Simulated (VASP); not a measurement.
The system is SrVO3.

```
CELL_PARAMETERS angstrom
3.91541 0.00000 0.00000
0.00000 3.91541 0.00000
0.00000 0.00000 3.91541
ATOMIC_POSITIONS crystal
V 0.00000 0.00000 0.00000
O 0.50000 0.00000 0.00000
O 0.00000 0.50000 0.00000
O 0.00000 0.00000 0.50000
Sr 0.50000 0.50000 0.50000
```

Base run:

| Item | Value |
| --- | --- |
| Program | VASP 6.6.1 |
| Functional | revPBE |
| Potentials or basis | VASP PAW PBE potentials, release 64 (V_sv, O, Sr_sv) |
| Cutoff | 520 eV |
| k mesh | 5 × 5 × 5 |
| Occupations | fermi-dirac, width 0.0153 eV |
| Spin | collinear spin, ferromagnetic start |
| Starting moments | [0.9, 0.0, 0.0, 0.0, 0.0] μB |
| Hubbard terms | V d U = 4.35 eV |

Its results: band gap on the k mesh zero (filled and empty bands overlap); pressure 2.3 GPa; net moment 1.00 μB per cell; site moments V +1.22; O -0.09; Sr -0.00 μB.

Task: The run is repeated on the same cell with these changes: functional from revPBE to PBE. What comes out?

Result: Band gap on the k mesh zero (filled and empty bands overlap); pressure -1.2 GPa; net moment 1.00 μB per cell; site moments V +1.20; O -0.08; Sr -0.00 μB.

PBE binds more tightly than revPBE, so the same cell stands under less pressure.

Caveats: the PAW data sets were made with another functional, which shifts forces and pressure a little (at least some runs).
